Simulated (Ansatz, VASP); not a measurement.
## Two plane-wave programs on Co

```
Co
1.0
     2.47200    0.00000    0.00000
    -1.23600    2.14081    0.00000
     0.00000    0.00000    4.02114
Co
2
Direct
  0.66667 0.33333 0.75000
  0.33333 0.66667 0.25000
```

Alike in both runs: functional PBEsol; dispersion D3(BJ); k mesh 12 × 12 × 7; occupations fermi-dirac, width 0.05 eV; collinear spin; Hubbard terms Co d U = 2.0 eV.

|  | VASP | Ansatz |
| --- | --- | --- |
| version | VASP 6.6.1 | Ansatz 0.2.0 |
| potentials or method | VASP PAW PBE potentials, release 64 (Co) | JTH PAW |
| plane-wave cutoff (eV) | 520 | 1320 |
| valence electrons in the cell | 18 | 34 |
| task | single point | atomic charges |

Ansatz gave:

```
gap on the k mesh at the Fermi level (eV)                     : none
pressure (GPa)                                                : -11.8
traceless stress, the component that is largest in VASP (GPa) : -1.84
net moment per atom (μB)                                      : 1.64
size of the moment on the site where the two differ most (μB) : 1.72
```

**Question.** Estimate VASP's values.

**Answer.** gap on the k mesh at the Fermi level (eV): none; pressure (GPa): -12.7; traceless stress, the component that is largest in VASP (GPa): 0.03; net moment per atom (μB): 1.74; size of the moment on the site where the two differ most (μB): 1.78.

The net moments are unlike, so the other rows may belong to different states. VASP's potentials were made for PBE, not for PBEsol. Site moments also hang on the region over which each program counts them. The programs project onto different local orbitals, so the same U acts differently, and such runs can settle in different states. A gap of «none» marks a metal or a gap that the smearing closes. VASP's potentials hold 18 valence electrons a cell and Ansatz's 34, so a difference there can come from the potentials and not from the codes.

Noted on Ansatz's run: the magnetic or orbital state may not be the lowest.
